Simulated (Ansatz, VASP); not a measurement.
**AlN: VASP beside Ansatz**

INCAR

```
PREC = Accurate ; ENCUT = 520
EDIFF = 1E-6 ; ISMEAR = 0
SIGMA = 0.05 ; LREAL = False
LASPH = True ; NELM = 60
ALGO = Normal ; ISIF = 2
LWAVE = False ; LCHARG = False
GGA = PS ; NBANDS = 16
```

File KPOINTS:

```
regular mesh
0
Gamma
  9 9 6
```

File POSCAR:

```
AlN
1.0
    3.4839662659      0.0000000000      0.0000000000
   -1.7419831330      3.0172032922      0.0000000000
    0.0000000000      0.0000000000      4.1636880844
Al N
2 2
Direct
    0.3333333333      0.6666666667      0.7500000000
    0.6666666667      0.3333333333      0.2500000000
    0.3333333333      0.6666666667      0.2500000000
    0.6666666667      0.3333333333      0.7500000000
```

Input for Ansatz:

```yaml
crystal:
  lattice:
    - [3.4839662659, 0.0, 0.0]
    - [-1.741983133, 3.0172032922, 0.0]
    - [0.0, 0.0, 4.1636880844]
  atoms:
    - { symbol: Al, position: [0.3333333333, 0.6666666667, 0.75] }
    - { symbol: Al, position: [0.6666666667, 0.3333333333, 0.25] }
    - { symbol: "N", position: [0.3333333333, 0.6666666667, 0.25] }
    - { symbol: "N", position: [0.6666666667, 0.3333333333, 0.75] }
basis:
  ecutwfc: 520.0
kpoints:
  mp_grid: { grid: [9, 9, 6] }
hamiltonian:
  xc: pbesol
  pseudopotentials: { kind: paw, azcp: { folder: soft_1 } }
scf:
  occupations: { method: gaussian, width: 0.05 }
output:
  forces: true
  stress: true
  eigenvalues: true
  write_density: true
  write_potential: true
  elf: true
  volumetric_format: npy
```

Alike in both runs: task single point; functional PBEsol; k mesh 9 × 9 × 6; occupations gaussian, width 0.05 eV; no spin polarisation.

|  | VASP | Ansatz |
| --- | --- | --- |
| version | VASP 6.6.1 | Ansatz 0.2.0 |
| potentials or method | VASP PAW PBE potentials, release 64 (Al, N), cutoff 520 eV | scalar-relativistic, plane waves, PAW |
| valence electrons in the cell | 16 | 16 |

Ansatz gave:

- gap on the k mesh at the Fermi level (eV): 2.69
- least direct gap on the mesh (eV): 2.69
- pressure (GPa): -19.7
- traceless stress, the component that is largest in VASP (GPa): 4.99

**Question.** What did VASP give for the same quantities?

**Answer.** gap on the k mesh at the Fermi level (eV): 2.70; least direct gap on the mesh (eV): 2.70; pressure (GPa): -19.8; traceless stress, the component that is largest in VASP (GPa): 5.03.

VASP's potentials were made for PBE, not for PBEsol, and Ansatz warns of the same on its side. With one functional, cell and mesh, what is left measures potentials, basis and numerics.
